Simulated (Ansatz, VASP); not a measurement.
## Two plane-wave programs on BP

Contents of INCAR:

```
SYSTEM = BP
  PREC = Accurate
  ENCUT = 450
  EDIFF = 1E-7
  ISMEAR = 0
  SIGMA = 0.02
  LREAL = .False.
  LASPH = .True.
  NELM = 120
  ALGO = Normal
  ISIF = 2
  LWAVE = .False.
  LCHARG = .False.
  GGA = PS
  IBRION = 2
  NSW = 60
  EDIFFG = -0.002
  GGA_COMPAT = .False.
  NELMIN = 4
```

The input KPOINTS:

```
regular mesh
0
Gamma
  10 10 10
  0 0 0
```

The input POSCAR:

```
BP
1.0
    0.0000000000      2.1719893105      2.2807451030
    2.1719893105      0.0000000000      2.2807451030
    2.1719893105      2.1719893105      0.0000000000
B P
1 1
Direct
    0.0000000000      0.0000000000      0.0000000000
    0.2500000000      0.2500000000      0.2500000000
```

Input for Ansatz:

```yaml
crystal:
  lattice:
    - [0.0, 2.1719893105, 2.280745103]
    - [2.1719893105, 0.0, 2.280745103]
    - [2.1719893105, 2.1719893105, 0.0]
  atoms:
    - { symbol: B, position: [0.0, 0.0, 0.0] }
    - { symbol: P, position: [0.25, 0.25, 0.25] }
basis:
  ecutwfc: 420
kpoints:
  mp_grid: { grid: [10, 10, 10] }
hamiltonian:
  xc: pbesol
  pseudopotentials: { kind: paw, azcp: { folder: soft_1 } }
scf:
  occupations: { method: gaussian, width: 0.02 }
output:
  forces: true
  stress: true
  eigenvalues: true
relax:
  adjacent_minimum: "off"
  f_tol: 0.002
  max_steps: 40
```

Change from the starting cell: strained cell.

Alike in both runs: task relaxation of the atoms; functional PBEsol; k mesh 10 × 10 × 10; occupations gaussian, width 0.02 eV; no spin polarisation.

|  | VASP | Ansatz |
| --- | --- | --- |
| version | VASP 6.6.1 | Ansatz 0.2.0 |
| potentials or method | VASP PAW PBE potentials, release 64 (B, P), cutoff 450 eV | scalar-relativistic, plane waves, PAW |
| valence electrons in the cell | 8 | 8 |

|  | VASP | Ansatz | Ansatz less VASP |
| --- | --- | --- | --- |
| gap on the k mesh at the Fermi level, each at its own relaxed structure (eV) | 0.64 | 0.65 | +0.005 |

VASP's potentials were made for PBE, not for PBEsol, and Ansatz warns of the same on its side. Ansatz's warnings: stress scf threshold loose.

Noted on VASP's run: the relaxation stopped at its first step, so nothing moved.
